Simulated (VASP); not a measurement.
Hg, 1 atom in the cell. The structure is tetragonal, space group I4/mmm (No. 139). Conventional cell: a = 3.753 Å, b = 3.753 Å, c = 3.834 Å, α = 90.00°, β = 90.00°, γ = 90.00°. Within 4.3 Å of Hg (site symmetry 4/mmm) lie 14 Hg at 3.27 to 3.83 Å. 

| Item | Value |
| --- | --- |
| Program | VASP 6.6.1 |
| Task | single point |
| Functional | r2SCAN |
| Potentials or basis | VASP PAW PBE potentials, release 64 (Hg) |
| Cutoff | 520 eV |
| k mesh | 10 × 10 × 10 |
| Occupations | fermi-dirac, width 0.05 eV |
| Spin | no spin polarisation |
| Dipole correction | no |
| Further INCAR settings | ALGO = Normal; EDIFF = 1e-07; NBANDS = 12 |

Potentials or basis: VASP PAW PBE potentials, release 64 (Hg).

The run is started by

```bash
$ cat potpaw_PBE.64/Hg/POTCAR > POTCAR
$ cp INCAR.step1 INCAR
$ mpirun -np 1 vasp_std > vasp.out
$ cp INCAR.step2 INCAR
$ mpirun -np 1 vasp_std > vasp.out
```

Hardware: 1 thread of Intel(R) Xeon(R) Platinum 8488C (Sapphire Rapids), on a shared host.

Task: Estimate the wall time of this run.

Result: Wall time 54 s on 1 thread of Intel(R) Xeon(R) Platinum 8488C (Sapphire Rapids) (shared host), peak memory 0.16 GiB. Counts: k points 102.
